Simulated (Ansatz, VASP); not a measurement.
## Mg in VASP and in Ansatz

The input INCAR:

```
SYSTEM = Mg
PREC = Accurate
ENCUT = 520
EDIFF = 1E-6
ISMEAR = -1
SIGMA = 0.08
LREAL = .FALSE.
LASPH = .TRUE.
NELM = 100
ALGO = Normal
ISIF = 2
LWAVE = .FALSE.
LCHARG = .FALSE.
GGA = PS
NBANDS = 9
```

Contents of KPOINTS:

```
regular mesh
0
G
  12 12 7
  0 0 0
```

The input POSCAR:

```
Mg
1.0
    3.2092715325      0.0160463577      0.0160463577
   -1.5907392128      2.7712874960      0.0058733745
    0.0260516500      0.0260516500      5.2103300000
Mg
2
Direct
    0.3333333333      0.6666666667      0.2500000000
    0.6666666667      0.3333333333      0.7500000000
```

Input for Ansatz:

```yaml
crystal:
  lattice:
    - [3.2092715325, 0.0160463577, 0.0160463577]
    - [-1.5907392128, 2.771287496, 0.0058733745]
    - [0.02605165, 0.02605165, 5.21033]
  atoms:
    - { symbol: Mg, position: [0.3333333333, 0.6666666667, 0.25] }
    - { symbol: Mg, position: [0.6666666667, 0.3333333333, 0.75] }
kpoints:
  mp_grid: { grid: [12, 12, 7] }
  band_path:
    path:
      - [0.0, 0.0, 0.0]
      - [0.0, -0.5, 0.0]
      - [0.0, 0.0, 0.5]
      - [0.0, 0.0, 0.0]
      - [-0.5, 0.0, 0.0]
      - [-0.5, 0.5, -0.5]
      - [0.0, 0.0, 0.0]
      - [-0.5, 0.0, -0.5]
      - [-0.5, 0.5, 0.0]
    npoints: 5
scf:
  occupations: { method: fermi_dirac, width: 0.08 }
hamiltonian:
  xc: pbesol
  pseudopotentials: { kind: all_electron, lapw: { basis_error: 0.0005 } }
output:
  forces: true
  stress: true
  eigenvalues: true
```

Change from the starting cell: equal xy, yz and zx shear strains of +1 %.

Alike in both runs: task single point; functional PBEsol; k mesh 12 × 12 × 7; occupations fermi-dirac, width 0.08 eV; no spin polarisation.

|  | VASP | Ansatz |
| --- | --- | --- |
| version | VASP 6.6.1 | Ansatz 0.2.0 |
| potentials or method | VASP PAW PBE potentials, release 64 (Mg), cutoff 520 eV | all-electron LAPW, scalar-relativistic |

```tsv
	VASP	Ansatz	Ansatz less VASP
pressure (GPa)	-1.2	-1.1	+0.04
traceless stress, the component that is largest in VASP (GPa)	-0.49	-0.49	+0.002
rms of the force components (eV/Å)	0.004	0.004	-0.0001
```

VASP's potentials were made for PBE, not for PBEsol. Atom by atom the forces differ by 0.000 eV/Å (rms over components). Ansatz ran all-electron here, and VASP with PAW potentials.
